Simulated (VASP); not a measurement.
Write the native input for VASP 6.6.1 that does the following.

| Quantity | Value |
| --- | --- |
| Task | single point |
| Functional | r2SCAN |
| Potentials or basis | VASP PAW PBE potentials, release 64 (Fe) |
| Cutoff | 520 eV |
| k mesh | 22 × 22 × 22 |
| Occupations | gaussian, width 0.05 eV |
| Spin | collinear spin, ferromagnetic start |
| Starting moments | [3.1] μB |
| Dipole correction | no |
| Further INCAR settings | ALGO = Normal; EDIFF = 1e-06; NBANDS = 14 |

Crystal: Fe.

```xyz
1
Lattice="-1.4147 1.4147 1.4147 1.4147 -1.4147 1.4147 1.4147 1.4147 -1.4147" Properties=species:S:1:pos:R:3 pbc="T T T"
Fe    0.0000    0.0000    0.0000
```

The input as run:

POSCAR

```
Fe
1.0
   -1.4147356931      1.4147356931      1.4147356931
    1.4147356931     -1.4147356931      1.4147356931
    1.4147356931      1.4147356931     -1.4147356931
Fe
1
Direct
    0.0000000000      0.0000000000      0.0000000000
```

INCAR.step1

```
PREC     = Accurate       # precision mode
ENCUT    = 520            # plane-wave cutoff, eV
ISMEAR   = 0              # smearing method
SIGMA    = 0.05           # smearing width, eV
LREAL    = F              # projectors in reciprocal space
LASPH    = T              # aspherical terms in the spheres
NELM     = 150            # most SCF steps
ISPIN    = 2              # spin polarisation
MAGMOM   = 3.1            # initial moments
LMAXMIX  = 4              # l up to which the mixer works
NBANDS   = 14             # bands
GGA      = PE             # functional
ALGO     = Normal         # electronic algorithm
EDIFF    = 1E-4           # SCF threshold, eV
LWAVE    = T              # write WAVECAR
LCHARG   = F              # write CHGCAR
```

INCAR.step2

```
PREC     = Accurate       # precision mode
ENCUT    = 520            # plane-wave cutoff, eV
EDIFF    = 1E-6           # SCF threshold, eV
ISMEAR   = 0              # smearing method
SIGMA    = 0.05           # smearing width, eV
LREAL    = F              # projectors in reciprocal space
LASPH    = T              # aspherical terms in the spheres
NELM     = 150            # most SCF steps
ALGO     = Normal         # electronic algorithm
ISIF     = 2              # what is computed and relaxed
LWAVE    = F              # write WAVECAR
LCHARG   = F              # write CHGCAR
ISPIN    = 2              # spin polarisation
MAGMOM   = 3.1            # initial moments
LORBIT   = 11             # projections on sites
LMAXMIX  = 4              # l up to which the mixer works
METAGGA  = R2SCAN         # meta-GGA
LMIXTAU  = T            
NBANDS   = 14             # bands
ISTART   = 1
```

KPOINTS

```
Automatic mesh
0
Gamma
  22 22 22
```

Potentials or basis: VASP PAW PBE potentials, release 64 (Fe).

Run with:

```bash
$ cat potpaw_PBE.64/Fe/POTCAR > POTCAR
$ cp INCAR.step1 INCAR
$ mpirun -np 1 vasp_std > vasp.out
$ cp INCAR.step2 INCAR
$ mpirun -np 1 vasp_std > vasp.out
```

Results of the run:

```json
{
 "Pressure": "7.2 GPa",
 "Net moment": "2.61 μB per cell",
 "Site moments": "Fe +2.67 μB",
 "Valence electrons inside the program's atomic spheres": "Fe 7.28"
}
```

Caveat: the cell stands under pressure; the PAW data sets were made with another functional, which shifts forces and pressure a little.

Run time: 6 min on 1 thread of Intel(R) Xeon(R) Platinum 8259CL CPU @ 2.50GHz (Skylake/Cascade Lake) (shared host), peak memory 0.19 GiB.
